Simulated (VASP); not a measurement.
Here is a VASP 6.6.1 calculation.

File POSCAR:

```
Sn
1.0
    3.0837342632      0.0000000000      0.0000000000
    0.0000000000      3.0837342632      0.0000000000
    0.0000000000      0.0000000000      3.0837342632
Sn
1
Direct
    0.0000000000      0.0000000000      0.0000000000
```

INCAR.step1

```
ALGO = Normal ; EDIFF = 1E-5
ENCUT = 520 ; GGA = PE
ISIF = 2 ; ISMEAR = -1
LASPH = True ; LREAL = False
LWAVE = True ; NBANDS = 13
NELM = 80 ; PREC = Accurate
SIGMA = 0.1
```

The input INCAR.step2:

```
ALGO = Normal ; EDIFF = 1E-6
ENCUT = 520 ; GGA = PE
HFSCREEN = 0.2079 ; ISIF = 2
ISMEAR = -1 ; ISTART = 1
LASPH = True ; LCHARG = True
LELF = True ; LHFCALC = True
LREAL = False ; LVHAR = True
LWAVE = False ; NBANDS = 13
NELM = 80 ; PREC = Accurate
PRECFOCK = Normal ; SIGMA = 0.1
```

File KPOINTS:

```
k-points
0
Gamma
  5 5 5
```

Potentials or basis: VASP PAW PBE potentials, release 64 (Sn_d).

Launch:

```bash
$ cat potpaw_PBE.64/Sn_d/POTCAR > POTCAR
$ cp INCAR.step1 INCAR
$ mpirun -np 1 vasp_std > vasp.out
$ cp INCAR.step2 INCAR
$ mpirun -np 1 vasp_std > vasp.out
```

(1) Predict the band gap on the k mesh.

(2) What does it give for the pressure?

Answers

(1) zero (band 7 reaches 12.84 eV, above the bottom of band 8 at 5.58 eV).

(2) -1.0 GPa.

Caveat: the k points lie up to 0.41 Å⁻¹ apart; the PAW data sets were made with another functional, which shifts forces and pressure a little; spin-orbit coupling is left out, which moves the levels of the heavy elements.
